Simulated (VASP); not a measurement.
Wanted: the native input for a VASP 6.6.1 run.

```
Task                   : single point
Functional             : LDA
Potentials or basis    : VASP PAW LDA potentials, release 64 (Mg, O)
Cutoff                 : 520 eV
k mesh                 : 10 × 10 × 7
Occupations            : fermi-dirac, width 0.02 eV
Spin                   : no spin polarisation
Dipole correction      : no
Further INCAR settings : ALGO = Normal; EDIFF = 1e-06; NBANDS = 16
```

The structure of MgO (rocksalt type) lies in POSCAR:

```
MgO
1.0
    2.0796191498      2.0796191498      0.0000000000
   -2.0796191498      2.0796191498      0.0000000000
    0.0000000000      0.0000000000      4.1592382996
Mg O
2 2
Direct
    0.0000000000      0.0000000000      0.0000000000
    0.5000000000      0.5000000000      0.5000000000
    0.5000000000      0.5000000000      0.0000000000
    0.0000000000      0.0000000000      0.5000000000
```

The input as run:

INCAR

```
PREC = Accurate ; ENCUT = 520
EDIFF = 1E-6 ; ISMEAR = -1
SIGMA = 0.02 ; LREAL = F
LASPH = T ; NELM = 80
ALGO = Normal ; ISIF = 2
LWAVE = F ; LCHARG = F
NBANDS = 16
```

KPOINTS

```
Automatic mesh
0
Gamma
  10 10 7
```

Potentials or basis: VASP PAW LDA potentials, release 64 (Mg, O).

Run with:

```sh
$ cat potpaw_LDA.64/Mg/POTCAR potpaw_LDA.64/O/POTCAR > POTCAR
$ mpirun -np 1 vasp_std > vasp.out
```

It gave:

The pressure is -1.7 GPa and the band gap on the k mesh is 5.03 eV.

It took 22 s on 1 thread of Intel(R) Xeon(R) Platinum 8488C (Sapphire Rapids) (shared host), peak memory 0.16 GiB.
